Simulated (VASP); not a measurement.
Input of a VASP 6.6.1 run:

The input INCAR:

```
SYSTEM = HfSi4
ALGO = Normal ; EDIFF = 1E-6
ENCUT = 520 ; GGA = PE
ISIF = 2 ; ISMEAR = 0
LASPH = .True. ; LCHARG = .True.
LELF = .True. ; LREAL = .False.
LVHAR = .True. ; LWAVE = .False.
NBANDS = 21 ; NELM = 100
PREC = Accurate ; SIGMA = 0.1
```

KPOINTS

```
k-points
0
Gamma
  6 6 6
  0 0 0
```

Contents of POSCAR:

```
HfSi4
1.0
   -2.5390905099      2.5390905099      3.9618706819
    2.5390905099     -2.5390905099      3.9618706819
    2.5390905099      2.5390905099     -3.9618706819
Hf Si
1 4
Direct
    0.0000000000      0.0000000000      0.0000000000
    0.3486556131      0.3486556131      0.0000000000
    0.6513443869      0.6513443869      0.0000000000
    0.5000000000      0.0000000000      0.5000000000
    0.0000000000      0.5000000000      0.5000000000
```

Potentials or basis: VASP PAW PBE potentials, release 64 (Hf_pv, Si).

The run is started by

```sh
$ cat potpaw_PBE.64/Hf_pv/POTCAR potpaw_PBE.64/Si/POTCAR > POTCAR
$ mpirun -np 1 vasp_std > vasp.out
```

(1) Estimate the pressure.

(2) Estimate the band gap on the k mesh.

(3) Estimate the largest force.

Results:

(1) 0.3 GPa.

(2) zero (bands 13 and 14 overlap by 1.47 eV).

(3) 0.008 eV/Å.

Caveat: spin-orbit coupling is left out, which moves the levels of the heavy elements.
